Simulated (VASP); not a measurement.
Crystal: Be2ZnSe3.

```xyz
12
Lattice="3.3183 0.0000 0.0000 -1.6592 2.8738 0.0000 0.0000 0.0000 19.7458" Properties=species:S:1:pos:R:3 pbc="T T T"
Be    0.0000    1.9158   18.3944
Be    1.6592    0.9579    1.3514
Be    1.6592    0.9579    8.5215
Be    0.0000    1.9158   11.2243
Zn    0.0000    0.0000    4.9365
Zn    0.0000    0.0000   14.8094
Se    0.0000    0.0000    0.0000
Se    0.0000    1.9158    2.4642
Se    0.0000    1.9158    7.4087
Se    0.0000    0.0000    9.8729
Se    1.6592    0.9579   12.3371
Se    1.6592    0.9579   17.2816
```

| Quantity | Value |
| --- | --- |
| Program | VASP 6.6.1 |
| Task | relaxation of cell and atoms |
| Functional | PBE |
| Potentials or basis | VASP PAW PBE potentials, release 64 (Be, Zn, Se) |
| Cutoff | 600 eV |
| k mesh | 6 × 6 × 1 |
| Occupations | gaussian, width 0.1 eV |
| Spin | no spin polarisation |

At the start: pressure 12.6 GPa; volume 15.69 Å³/atom.

**Question.** How do energy, volume and symmetry change on relaxing?

**Answer.** Over 26 steps the energy falls by 266.4 meV/atom and the volume is 16.58 Å³/atom (+5.6 %); space group P6_3/mmc (No. 194, to 0.05 Å).

The path:
```csv
step,energy change (eV),largest force (eV/Å),pressure (GPa),volume (Å³)
1,0.0000,1.7815,12.63,188.30
2,-1.2688,0.5936,-2.78,224.06
3,-1.3136,0.5829,-0.91,217.59
4,-1.4205,0.4783,-0.74,215.80
5,-1.6411,0.3336,0.03,210.44
6,-1.6019,0.1475,2.80,199.90
7,-1.7210,0.2446,1.02,205.77
8,-1.8256,0.3447,0.65,206.01
9,-2.1668,0.3920,-0.20,206.61
10,-2.7182,0.3696,-1.23,207.34
11,-2.7237,0.5243,-1.22,207.42
12,-2.7317,0.4463,-1.25,207.39
13,-2.8164,0.5825,0.45,201.46
14,-2.8174,0.5714,0.29,201.96
15,-2.9050,0.4472,-0.13,201.81
16,-3.0148,0.3447,-0.64,201.48
17,-2.8378,1.1134,-0.14,200.80
18,-3.0376,0.4150,-0.70,201.36
19,-3.0387,0.6559,-0.64,201.14
20,-3.0475,0.5104,-0.70,201.26
21,-3.1051,0.5254,-0.15,199.78
22,-3.1184,0.5540,0.26,198.78
23,-3.1567,0.3908,0.01,199.29
24,-3.1936,0.0199,-0.54,200.62
25,-3.1938,0.0244,-0.51,200.53
26,-3.1962,0.0173,0.10,198.94
```

Final structure:
```xyz
12
Lattice="3.5603 0.0000 0.0000 -1.7801 3.0833 0.0000 0.0000 0.0000 18.1224" Properties=species:S:1:pos:R:3 pbc="T T T"
Be    0.0000    2.0555   16.6838
Be    1.7801    1.0278    1.4386
Be    1.7801    1.0278    7.6226
Be    0.0000    2.0555   10.4998
Zn    3.5603    0.0000    4.5306
Zn    0.0000    0.0000   13.5918
Se    0.0000    0.0000    0.0000
Se    0.0000    2.0555    2.7596
Se    0.0000    2.0555    6.3016
Se    0.0000    0.0000    9.0612
Se    1.7801    1.0278   11.8208
Se    1.7801    1.0278   15.3628
```

Caveat: the k points lie up to 0.35 Å⁻¹ apart in the final cell.
